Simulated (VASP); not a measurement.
Wanted: the native input for a VASP 6.6.1 run.

- Task: single point
- Functional: PBE
- Potentials or basis: VASP PAW PBE potentials, release 64 (Li_sv, Cl)
- Cutoff: 520 eV
- k mesh: 4 × 2 × 2
- Occupations: gaussian, width 0.1 eV
- Spin: no spin polarisation
- Dipole correction: no
- Further INCAR settings: ALGO = Normal; EDIFF = 1e-06; NBANDS = 30

The structure of LiCl lies in POSCAR:

```
LiCl
1.0
    0.0043122099     -0.0041743043      3.9641306021
    6.6348785807      0.0003344573      0.0074224609
    0.0001253710      6.6514536466     -0.0069908886
Li Cl
4 4
Direct
   -0.0010002157      0.6703446575      0.6717369753
    0.5013814253      0.8293753536      0.1712469087
    0.0001531240      0.3296747276      0.3284485738
    0.4995147461      0.1702875807      0.8287974974
    0.4991353749      0.8082164474      0.8105910645
    0.0016927555      0.6918882142      0.3106250099
    0.5002606288      0.1918924671      0.1891978285
   -0.0011378389      0.3083205519      0.6893561419
```

One way to write it, as run:

INCAR

```
SYSTEM = LiCl
ALGO = Normal ; EDIFF = 1E-6
ENCUT = 520 ; GGA = PE
ISIF = 2 ; ISMEAR = 0
LASPH = .TRUE. ; LCHARG = .FALSE.
LREAL = .FALSE. ; LWAVE = .FALSE.
NBANDS = 30 ; NELM = 80
PREC = Accurate ; SIGMA = 0.1
```

KPOINTS

```
k-points
0
G
  4 2 2
  0 0 0
```

Potentials or basis: VASP PAW PBE potentials, release 64 (Li_sv, Cl).

Run with:

```sh
$ cat potpaw_PBE.64/Li_sv/POTCAR potpaw_PBE.64/Cl/POTCAR > POTCAR
$ mpirun -np 1 vasp_std > vasp.out
```

It gave:

The largest force is 0.011 eV/Å. The band gap on the k mesh is 5.90 eV, direct.

Caveat: the k points lie up to 0.47 Å⁻¹ apart.

Wall time 45 s on 1 thread of AMD EPYC 7R13 Processor (Zen 3) (shared host), peak memory 0.23 GiB.
